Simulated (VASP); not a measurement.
A run of VASP 6.6.1 is set up as follows.

INCAR

```
ALGO = Normal ; EDIFF = 1E-6
ENCUT = 500 ; GGA = PE
GGA_COMPAT = F ; ISIF = 2
ISMEAR = 0 ; ISPIN = 2
LASPH = T ; LCHARG = F
LMAXMIX = 6 ; LORBIT = 11
LREAL = F ; LWAVE = F
MAGMOM = 0 1 1 0 0 0 ; NBANDS = 36
NELM = 200 ; PREC = Accurate
SIGMA = 0.1
```

File KPOINTS:

```
k-points
0
Gamma
  6 6 2
```

The input POSCAR:

```
ErSc2Sb3
1.0
    4.2483940804      0.0000000000      0.0000000000
   -2.1241970402      3.6792171989      0.0000000000
    0.0000000000      0.0000000000     10.2234958364
Er Sc Sb
1 2 3
Direct
    0.0000000000      0.0000000000      0.0000000000
    0.3333333333      0.6666666667      0.6619484785
    0.6666666667      0.3333333333      0.3380515215
    0.3333333333      0.6666666667      0.1776997746
    0.6666666667      0.3333333333      0.8223002254
    0.0000000000      0.0000000000      0.5000000000
```

Potentials or basis: VASP PAW PBE potentials, release 64 (Er_3, Sc_sv, Sb), 4f in core.

Run with:

```sh
$ cat potpaw_PBE.64/Er_3/POTCAR potpaw_PBE.64/Sc_sv/POTCAR potpaw_PBE.64/Sb/POTCAR > POTCAR
$ mpirun -np 1 vasp_std > vasp.out
```

(1) Estimate the net moment.

(2) Predict the largest force.

(3) What does it give for the band gap on the k mesh?

Answers

(1) 0.00 μB per cell.

(2) 0.010 eV/Å.

(3) zero (filled and empty bands overlap).

Caveat: the magnetic or orbital state may not be the lowest; the moments typed at the start vanished in this run; spin-orbit coupling is left out, which moves the levels of the heavy elements; the 4f electrons are frozen in the core, so they carry no moment and show no levels.
